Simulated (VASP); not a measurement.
A run of VASP 6.6.1 is set up as follows.

File INCAR:

```
SYSTEM = W2N3
PREC = Accurate
ENCUT = 520
EDIFF = 1E-6
ISMEAR = 0
SIGMA = 0.15
LREAL = .FALSE.
LASPH = .TRUE.
NELM = 100
ALGO = Normal
ISIF = 2
LWAVE = .FALSE.
LCHARG = .TRUE.
GGA = PE
IVDW = 12
LELF = .TRUE.
LVHAR = .TRUE.
NBANDS = 54
```

The input KPOINTS:

```
regular mesh
0
G
  18 18 4
  0 0 0
```

File POSCAR:

```
W2N3
1.0
    2.6631205416      0.0000000000      0.0000000000
   -1.3315602708      2.3063300423      0.0000000000
    0.0000000000      0.0000000000     16.5289312668
W N
4 6
Direct
    0.6666666667      0.3333333333      0.1546446963
    0.3333333333      0.6666666667      0.8453553037
    0.3333333333      0.6666666667      0.6546446963
    0.6666666667      0.3333333333      0.3453553037
    0.6666666667      0.3333333333      0.9182231591
    0.3333333333      0.6666666667      0.0817768409
    0.3333333333      0.6666666667      0.4182231591
    0.6666666667      0.3333333333      0.5817768409
    0.6666666667      0.3333333333      0.7500000000
    0.3333333333      0.6666666667      0.2500000000
```

Potentials or basis: VASP PAW PBE potentials, release 64 (W_sv, N).

Launch:

```sh
$ cat potpaw_PBE.64/W_sv/POTCAR potpaw_PBE.64/N/POTCAR > POTCAR
$ mpirun -np 1 vasp_std > vasp.out
```

Predict the pressure.

49.2 GPa.

What does it give for the largest force?

2.673 eV/Å.

Forces in eV/Å, atoms in the order of the input:
```
W    0.000  0.000  2.673
W    0.000  0.000 -2.673
W    0.000  0.000  2.673
W    0.000  0.000 -2.673
N    0.000  0.000  0.819
N    0.000  0.000 -0.819
N    0.000  0.000  0.819
N    0.000  0.000 -0.819
N    0.000  0.000  0.000
N    0.000  0.000  0.000
```

Caveat: the cell differs from its parent crystal (strain -0.080 along x and y, +0.080 along z); the stress differs along the axes, from -16 to 82 GPa; forces of over 1 eV/Å act on the atoms, so gaps and moduli don't describe the material at rest.
